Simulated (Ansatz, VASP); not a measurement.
## PtSe2: VASP beside Ansatz

```
Se Pt
1.0
     3.70704    0.00000    0.00000
    -1.85352    3.21039    0.00000
     0.00000    0.00000   22.79816
Se Pt
4 2
Direct
  0.66667 0.33333 0.19738
  0.33333 0.66667 0.31358
  0.50000 0.33333 0.47631
  0.83333 0.00000 0.59251
  0.00000 0.00000 0.25548
  0.16667 0.66667 0.53441
```

Alike in both runs: task single point; functional PBE; dispersion D3(BJ); k mesh 9 × 9 × 1; occupations gaussian, width 0.05 eV; no spin polarisation.

|  | VASP | Ansatz |
| --- | --- | --- |
| version | VASP 6.6.1 | Ansatz 0.2.0 |
| potentials or method | VASP PAW PBE potentials, release 64 (Se, Pt), cutoff 520 eV | scalar-relativistic, plane waves, PAW |
| valence electrons in the cell | 44 | 100 |

Ansatz gave:

| Quantity | Value |
| --- | --- |
| gap on the k mesh at the Fermi level (eV) | 1.08 |
| least direct gap on the mesh (eV) | 1.24 |
| rms of the force components (eV/Å) | 0.035 |

**Question.** Which values does VASP return?

**Answer.** gap on the k mesh at the Fermi level (eV): 1.07; least direct gap on the mesh (eV): 1.23; rms of the force components (eV/Å): 0.035.

VASP's potentials hold 44 valence electrons a cell and Ansatz's 100, so a difference there can come from the potentials and not from the codes.

Neither program's run includes spin-orbit coupling.
